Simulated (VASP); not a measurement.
# Zn (Pm-3m) in VASP: a series of runs

The runs below take Zn through single point, with r2SCAN.

All numbers are computed with VASP 6.6.1; they aren't measurements. Logs are shortened: lines on timing, memory, paths and dates and some standing lists are left out, and cuts for length are marked.

## (1) The cell of the first run

Symmetry: Pm-3m, No. 221, cubic system. Conventional cell: a = 2.621 Å, b = 2.621 Å, c = 2.621 Å, α = 90.00°, β = 90.00°, γ = 90.00°. Within 3.5 Å of Zn (site symmetry m-3m) lie 6 Zn at 2.62 Å.

This isn't the form of Zn at room conditions, which is hcp.

## (2) Single point, r2SCAN

Input file POSCAR:

```
Zn
1.0
    2.6214908842      0.0000000000      0.0000000000
    0.0000000000      2.6214908842      0.0000000000
    0.0000000000      0.0000000000      2.6214908842
Zn
1
Direct
    0.0000000000      0.0000000000      0.0000000000
```

Input file INCAR.step1:

```
SYSTEM = Zn
PREC = Accurate
ENCUT = 520
ISMEAR = 0
SIGMA = 0.1
LREAL = .False.
LASPH = .True.
NELM = 80
NBANDS = 12
GGA = PE
ALGO = Normal
EDIFF = 1E-4
LWAVE = .True.
LCHARG = .False.
```

Input file INCAR.step2:

```
SYSTEM = Zn
PREC = Accurate
ENCUT = 520
EDIFF = 1E-7
ISMEAR = 0
SIGMA = 0.1
LREAL = .False.
LASPH = .True.
NELM = 80
ALGO = Normal
ISIF = 2
LWAVE = .False.
LCHARG = .False.
METAGGA = R2SCAN
LMIXTAU = .True.
NBANDS = 12
ISTART = 1
```

Input file KPOINTS:

```
Automatic mesh
0
Gamma
  6 6 6
  0 0 0
```

Potentials or basis: VASP PAW PBE potentials, release 64 (Zn).

Command:

```
$ cat potpaw_PBE.64/Zn/POTCAR > POTCAR
$ cp INCAR.step1 INCAR
$ mpirun -np 1 vasp_std > vasp.out
$ cp INCAR.step2 INCAR
$ mpirun -np 1 vasp_std > vasp.out
```

OUTCAR:

```text
SYSTEM = Zn
   PREC = Accurate
   ENCUT = 520
   EDIFF = 1E-7
   ISMEAR = 0
   LREAL = .False.
   LASPH = .True.
   NELM = 80
   ISIF = 2
   METAGGA = R2SCAN
   ISTART = 1

 ion  position               nearest neighbor table
   1  0.000  0.000  0.000-

  LATTYP: Found a simple cubic cell.
 ALAT       =     2.6214908842

  Lattice vectors:

 A1 = (   2.6214908842,   0.0000000000,   0.0000000000)
 A2 = (   0.0000000000,   2.6214908842,   0.0000000000)
 A3 = (   0.0000000000,   0.0000000000,   2.6214908842)

Analysis of symmetry for initial positions (statically):
=====================================================================
 Subroutine PRICEL returns:
 Original cell was already a primitive cell.

 Routine SETGRP: Setting up the symmetry group for a
 simple cubic supercell.

 Subroutine GETGRP returns: Found 48 space group operations
 (whereof 48 operations were pure point group operations)
 out of a pool of 48 trial point group operations.

The static configuration has the point symmetry O_h .

Analysis of symmetry for dynamics (positions and initial velocities):
=====================================================================
 Subroutine PRICEL returns:
 Original cell was already a primitive cell.

 Routine SETGRP: Setting up the symmetry group for a
 simple cubic supercell.

 Subroutine GETGRP returns: Found 48 space group operations
 (whereof 48 operations were pure point group operations)
 out of a pool of 48 trial point group operations.

The dynamic configuration has the point symmetry O_h .

 Subroutine INISYM returns: Found 48 space group operations
 (whereof 48 operations are pure point group operations),
 and found     1 'primitive' translations

----------------------------------------------------------------------------------------

                                     Primitive cell

  volume of cell :      18.0154

  direct lattice vectors                    reciprocal lattice vectors
     2.621490884  0.000000000  0.000000000     0.381462322  0.000000000  0.000000000
     0.000000000  2.621490884  0.000000000     0.000000000  0.381462322  0.000000000
     0.000000000  0.000000000  2.621490884     0.000000000  0.000000000  0.381462322

  length of vectors
     2.621490884  2.621490884  2.621490884     0.381462322  0.381462322  0.381462322

  position of ions in fractional coordinates (direct lattice)
     0.000000000  0.000000000  0.000000000

  ion indices of the primitive-cell ions
   primitive index   ion index
                 1           1

----------------------------------------------------------------------------------------

 KPOINTS: Automatic mesh

Automatic generation of k-mesh.
 Grid dimensions read from file:
 generate k-points for:    6    6    6

 Generating k-lattice:

  Cartesian coordinates                     Fractional coordinates (reciprocal lattice)
     0.063577054  0.000000000  0.000000000     0.166666667  0.000000000  0.000000000
     0.000000000  0.063577054  0.000000000     0.000000000  0.166666667  0.000000000
     0.000000000  0.000000000  0.063577054     0.000000000  0.000000000  0.166666667

  Length of vectors
     0.063577054  0.063577054  0.063577054

  Shift w.r.t. Gamma in fractional coordinates (k-lattice)
     0.000000000  0.000000000  0.000000000

 Subroutine IBZKPT returns following result:
 ===========================================

 Found     20 irreducible k-points:

 Following reciprocal coordinates:
            Coordinates               Weight
  0.000000  0.000000  0.000000      1.000000
  0.166667  0.000000  0.000000      6.000000
  0.333333  0.000000  0.000000      6.000000
  0.500000  0.000000  0.000000      3.000000
  0.166667  0.166667  0.000000     12.000000
  0.333333  0.166667  0.000000     24.000000
[... 12 lines left out ...]
  0.500000  0.500000  0.333333      6.000000
  0.500000  0.500000  0.500000      1.000000
   k-points           NKPTS =     20   k-points in BZ     NKDIM =     20   number of bands    NBANDS=     12
   number of dos      NEDOS =    301   number of ions     NIONS =      1
   total plane-waves  NPLWV =   8000
   dimension x,y,z NGX =    20 NGY =   20 NGZ =   20
   dimension x,y,z NGXF=    40 NGYF=   40 NGZF=   40
   ions per type =               1
   NGX,Y,Z   is equivalent  to a cutoff of  12.68, 12.68, 12.68 a.u.
   NGXF,Y,Z  is equivalent  to a cutoff of  25.37, 25.37, 25.37 a.u.
 SYSTEM =  Zn
   PREC   = accura    normal or accurate (medium, high low for compatibility)
   ISTART =      1    job   : 0-new  1-cont  2-samecut
   ICHARG =      0    charge: 1-file 2-atom 10-const
   ISPIN  =      1    spin polarized calculation?
   LNONCOLLINEAR =      F non collinear calculations
   LSORBIT =      F    spin-orbit coupling
   LASPH  =      T    aspherical Exc in radial PAW
   ENCUT  =  520.0 eV  38.22 Ry    6.18 a.u.   4.87  4.87  4.87*2*pi/ulx,y,z
   NELM   =     80;   NELMIN=  2; NELMDL=  0     # of ELM steps
   EDIFF  = 0.1E-06   stopping-criterion for ELM
   LREAL  =      F    real-space projection
   EDIFFG = 0.1E-05   stopping-criterion for IOM
   NSW    =      0    number of steps for IOM
   IBRION =     -1    ionic relax: 0-MD 1-quasi-New 2-CG
   NFREE  =      0    steps in history (QN), initial steepest desc. (CG)
   ISIF   =      2    stress and relaxation
   ISYM   =      2    0-nonsym 1-usesym 2-fastsym
   POTIM  = 0.5000    time-step for ionic-motion
   TEBEG  =    0.0;   TEEND  =   0.0 temperature during run
   PSTRESS=    0.0 pullay stress
   NELECT =      12.0000    total number of electrons
   NUPDOWN=      -1.0000    fix difference up-down
   EMIN   =  10.00;   EMAX   =-10.00  energy-range for DOS
   EFERMI =   0.00;   METHOD = LEGACY
   ISMEAR =     0;   SIGMA  =   0.10  broadening in eV -4-tet -1-fermi 0-gaus
   EFERMI_NEDOS =   21; number of points for ismear=-14 and -15
   IALGO  =     38    algorithm
   IMIX   =      4    mixing-type and parameters
     AMIX     =   0.40;   BMIX     =  1.00
     AMIX_MAG =   1.60;   BMIX_MAG =  1.00
  volume/ion in A,a.u.               =      18.02       121.57
  Fermi-wavevector in a.u.,A,eV,Ry     =   1.429728  2.701795 27.811988  2.044123
  Thomas-Fermi vector in A             =   2.549651
   LORBIT       =      0    0 simple, 1 ext, 2 COOP (PROOUT), +10 PAW based schemes
   METAGGA = R2SCAN    functional components
   LHFCALC =     F    Hartree Fock is set to
   AEXX    =    0.0000 exact exchange contribution
   IVDW    =     0    specifies the selected vdW correction
   LEPSILON=     F    determine dielectric tensor
   LRPA    =     F    only Hartree local field effects (RPA)
 non-spin polarized calculation
 Gauss-broadening in eV      SIGMA  =   0.10
  energy-cutoff  :      520.00
  volume of cell :       18.02
 maximum number of plane-waves:       500
 NGX is ok and might be reduce to    20
   NGX =  9   NGY =  9   NGZ =  9

 number of electron      11.9999995 magnetization

 Free energy of the ion-electron system (eV)
  ---------------------------------------------------
  ext. energy  EPLUGINS =         0.00000000
  ---------------------------------------------------
  free energy    TOTEN  =        -8.62446355 eV

  energy without entropy =       -8.62320938  energy(sigma->0) =       -8.62383646

 E-fermi :   1.4708     XC(G=0): -11.4494

 val. band max:        1.2433674267   @ k =   0.5000   0.3333   0.1667
 cond. band min:       1.5679853991   @ k =   0.5000   0.3333   0.0000
 fundamental gap:      0.3246179724
 Fermi energy:         1.4707885520

 k-point     1 :       0.0000    0.0000    0.0000
  band No.  band energies     occupation
      1      -7.6575      2.00000
      2      -6.4920      2.00000
      3      -6.4920      2.00000
      4      -5.2871      2.00000
      5      -5.2871      2.00000
      6      -5.2871      2.00000
      7      14.6593      0.00000
      8      14.6593      0.00000
      9      14.6593      0.00000
     10      17.4039      0.00000
     11      17.4039      0.00000
     12      20.9928      0.00000

 k-point     2 :       0.1667    0.0000    0.0000
  band No.  band energies     occupation
      1      -7.0643      2.00000
      2      -6.4594      2.00000
      3      -6.2722      2.00000
      4      -5.3767      2.00000
      5      -5.3767      2.00000
      6      -5.2797      2.00000
      7       9.2230      0.00000
      8      15.3954      0.00000
      9      15.3954      0.00000
     10      17.8964      0.00000
     11      19.9645      0.00000
     12      25.2923      0.00000

 k-point     3 :       0.3333    0.0000    0.0000
  band No.  band energies     occupation
      1      -6.4184      2.00000
      2      -6.3937      2.00000
      3      -5.5508      2.00000
      4      -5.5508      2.00000
      5      -5.2646      2.00000
      6      -4.6030      2.00000
      7       3.4605      0.00000
      8      17.4257      0.00000
      9      17.4257      0.00000
     10      19.4175      0.00000
     11      21.2612      0.00000
     12      25.9819      0.00000

 k-point     4 :       0.5000    0.0000    0.0000
  band No.  band energies     occupation
      1      -6.3606      2.00000
      2      -6.2792      2.00000
      3      -5.6354      2.00000
      4      -5.6354      2.00000
      5      -5.2571      2.00000
      6      -1.2553      2.00000
      7      -1.1526      2.00000
      8      19.3797      0.00000
      9      19.3797      0.00000
     10      21.9911      0.00000
     11      22.1607      0.00000
     12      22.2446      0.00000

 k-point     5 :       0.1667    0.1667    0.0000
  band No.  band energies     occupation
      1      -6.5815      2.00000
      2      -6.2172      2.00000
      3      -6.2172      2.00000
      4      -5.4077      2.00000
      5      -5.3755      2.00000
      6      -5.3588      2.00000
      7       9.3151      0.00000
      8      10.5112      0.00000
      9      16.1298      0.00000
     10      19.3775      0.00000
     11      24.6675      0.00000
     12      24.8582      0.00000
[... 168 lines left out ...]
      1      -6.0885      2.00000
      2      -5.9457      2.00000
      3      -5.9457      2.00000
      4      -5.4203      2.00000
      5      -5.4203      2.00000
      6       0.3451      2.00000
      7       7.5173      0.00000
      8       7.5173      0.00000
      9      10.6927      0.00000
     10      16.6623      0.00000
     11      16.6623      0.00000
     12      17.5789      0.00000

 k-point    18 :       0.5000    0.3333    0.3333
  band No.  band energies     occupation
      1      -6.1717      2.00000
      2      -6.0667      2.00000
      3      -5.9477      2.00000
      4      -5.4079      2.00000
      5      -5.1687      2.00000
      6       2.9993      0.00000
      7       4.1900      0.00000
      8       9.2290      0.00000
      9      12.6884      0.00000
     10      13.3270      0.00000
     11      13.8499      0.00000
     12      19.4845      0.00000

 k-point    19 :       0.5000    0.5000    0.3333
  band No.  band energies     occupation
      1      -6.2687      2.00000
      2      -6.0707      2.00000
      3      -6.0707      2.00000
      4      -5.2884      2.00000
      5      -4.9872      2.00000
      6       5.8507      0.00000
      7       5.8507      0.00000
      8       6.1463      0.00000
      9      10.4189      0.00000
     10      14.9271      0.00000
     11      15.5088      0.00000
     12      15.5088      0.00000

 k-point    20 :       0.5000    0.5000    0.5000
  band No.  band energies     occupation
      1      -6.2148      2.00000
      2      -6.2148      2.00000
      3      -6.2148      2.00000
      4      -4.9824      2.00000
      5      -4.9824      2.00000
      6       7.4730      0.00000
      7       7.4730      0.00000
      8       7.4730      0.00000
      9      12.0655      0.00000
     10      12.8223      0.00000
     11      12.8223      0.00000
     12      12.8223      0.00000

------------------------ aborting loop because EDIFF is reached ----------------------------------------

  FORCE on cell =-STRESS in cart. coord.  units (eV):
  Direction    XX          YY          ZZ          XY          YZ          ZX
  --------------------------------------------------------------------------------------
  -------------------------------------------------------------------------------------
  Total       -0.0116319     -0.0116319     -0.0116319      0.0000000      0.0000000      0.0000000
  in kB       -1.0344682     -1.0344682     -1.0344682      0.0000000      0.0000000      0.0000000
  external PRESSURE =      -1.0344682 kB  Pullay stress =       0.0000000 kB

 VOLUME and BASIS-vectors are now :
 -----------------------------------------------------------------------------
  energy-cutoff  :      520.00
  volume of cell :       18.02
      direct lattice vectors                 reciprocal lattice vectors
     2.621490884  0.000000000  0.000000000     0.381462322  0.000000000  0.000000000
     0.000000000  2.621490884  0.000000000     0.000000000  0.381462322  0.000000000
     0.000000000  0.000000000  2.621490884     0.000000000  0.000000000  0.381462322

 POSITION                                       TOTAL-FORCE (eV/Angst)
 -----------------------------------------------------------------------------------
      0.00000      0.00000      0.00000         0.000000      0.000000      0.000000
 -----------------------------------------------------------------------------------
    total drift:                                0.000000      0.000000      0.000000

  FREE ENERGIE OF THE ION-ELECTRON SYSTEM (eV)
  ---------------------------------------------------
  free  energy   TOTEN  =        -8.6244635490 eV

  energy  without entropy=       -8.6232093763  energy(sigma->0) =       -8.62383646
```

It took 20 s on 1 thread of Intel Xeon Platinum 8375C at 2.90GHz (Ice Lake), shared host; peak memory 0.12 GiB.

What came out:

| Property | Result |
| --- | --- |
| Free energy | -8.6245 eV |
| Pressure | -0.1 GPa |
| Band gap on the k mesh | zero (bands 6 and 7 overlap by 8.63 eV) |

Caveat: the k points lie up to 0.40 Å⁻¹ apart, too coarse for converged energies and pressures of a metal; the PAW data sets were made with another functional, which shifts forces and pressure a little.

[end of part 1 of 2]
